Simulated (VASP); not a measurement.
NaMo3: single point with PBE

The system is NaMo3.

```
CELL_PARAMETERS angstrom
5.18138 0.00000 0.00000
0.00000 5.18138 0.00000
0.00000 0.00000 5.18138
ATOMIC_POSITIONS crystal
Mo 0.25000 0.00000 0.50000
Mo 0.50000 0.75000 0.00000
Mo 0.75000 0.00000 0.50000
Mo 0.50000 0.25000 0.00000
Mo 0.00000 0.50000 0.75000
Mo 0.00000 0.50000 0.25000
Na 0.00000 0.00000 0.00000
Na 0.50000 0.50000 0.50000
```

```yaml
Program: VASP 6.6.1
Task: single point
Functional: PBE
Potentials_or_basis: VASP PAW PBE potentials, release 64 (Mo_sv, Na_pv)
Cutoff: 520 eV
k_mesh: 7 × 7 × 7
Occupations: fermi-dirac, width 0.0178 eV
Spin: no spin polarisation
Dipole_correction: no
k_mesh_for_the_DOS: 11 × 11 × 11
Occupations_for_the_DOS: tetrahedron
Further_INCAR_settings: ALGO = Normal; EDIFF = 1e-06; NBANDS = 59
```

```yaml
Valence_electrons_inside_the_program's_atomic_spheres: Mo 12.30; Na 6.24
```

Levels at points of the mesh, in eV from the Fermi level:
```tsv
k point	band 46	band 47	band 48	band 49	band 50	band 51	band 52	band 53
(0.00, 0.00, 0.00)	-0.61	-0.61	-0.44	-0.44	-0.44	1.63	1.63	1.63
```

It took 13 min on 1 thread of Intel(R) Xeon(R) Platinum 8375C CPU @ 2.90GHz (Ice Lake), with other jobs on the host, peak memory 0.45 GiB.
